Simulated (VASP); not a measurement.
Set up this calculation in VASP 6.6.1, as the native input.

| Quantity | Value |
| --- | --- |
| Task | single point |
| Functional | LDA |
| Potentials or basis | VASP PAW LDA potentials, release 64 (Rh_pv) |
| Cutoff | 520 eV |
| k mesh | 22 × 22 × 22 |
| Occupations | gaussian, width 0.15 eV |
| Spin | no spin polarisation |
| Dipole correction | no |
| Further INCAR settings | ALGO = Fast; EDIFF = 1e-07; NBANDS = 14 |

The structure of Rh lies in POSCAR:

```
Rh
1.0
    0.0000000000      1.9015500000      1.9015500000
    1.9585965000      0.0000000000      1.9015500000
    1.9585965000      1.9015500000      0.0000000000
Rh
1
Direct
    0.0000000000      0.0000000000      0.0000000000
```

This cell differs from its parent crystal: strain +0.0300 x Voigt [1, 0, 0, 0, 0, 0].

One way to write it, as run:

INCAR

```
ALGO = Fast
EDIFF = 1E-7
ENCUT = 520
GGA = CA
ISIF = 2
ISMEAR = 0
LASPH = True
LCHARG = True
LELF = True
LREAL = False
LVHAR = True
LWAVE = False
NBANDS = 14
NELM = 80
PREC = Accurate
SIGMA = 0.15
```

KPOINTS

```
k-points
0
Gamma
  22 22 22
```

Potentials or basis: VASP PAW LDA potentials, release 64 (Rh_pv).

Command:

```console
$ cat potpaw_LDA.64/Rh_pv/POTCAR > POTCAR
$ mpirun -np 1 vasp_std > vasp.out
```

Results of the run:

The pressure is -17.4 GPa.

Caveat: the cell differs from its parent crystal (strain +0.0300 x Voigt [1, 0, 0, 0, 0, 0]).

Wall time 60 s on 1 thread of Intel(R) Xeon(R) 6975P-C (Granite Rapids), with other jobs on the host, peak memory 0.24 GiB.
